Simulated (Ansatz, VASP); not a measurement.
One calculation of LuTl2, two programs

```
Lu Tl
1.0
     5.18496    0.00000    0.00000
    -2.59248    4.49031    0.00000
     0.00000    0.00000    4.34875
Lu Tl
1 2
Direct
  0.00000 0.00000 0.00000
  0.33333 0.66667 0.50000
  0.66667 0.33333 0.50000
```

Change from the starting cell: species swapped into the HfBe2 type (P6/mmm, No. 191).

Alike in both runs: task single point; functional PBE; k mesh 6 × 6 × 4; occupations gaussian, width 0.1 eV; no spin polarisation.

|  | VASP | Ansatz |
| --- | --- | --- |
| version | VASP 6.6.1 | Ansatz 0.2.0 |
| potentials or method | VASP PAW PBE potentials, release 64 (Lu, Tl_d), cutoff 520 eV | scalar-relativistic, plane waves, PAW |
| valence electrons in the cell | 51 | 51 |

|  | VASP | Ansatz | Ansatz less VASP |
| --- | --- | --- | --- |
| gap on the k mesh at the Fermi level (eV) | none | none | - |
| pressure (GPa) | -4.3 | -4.3 | +0.03 |
| traceless stress, the component that is largest in VASP (GPa) | -3.55 | -3.55 | -0.004 |

A gap of «none» marks a metal or a gap that the smearing closes.

The k mesh is coarse, so the values compare programs but aren't converged. Spin-orbit coupling is off throughout.
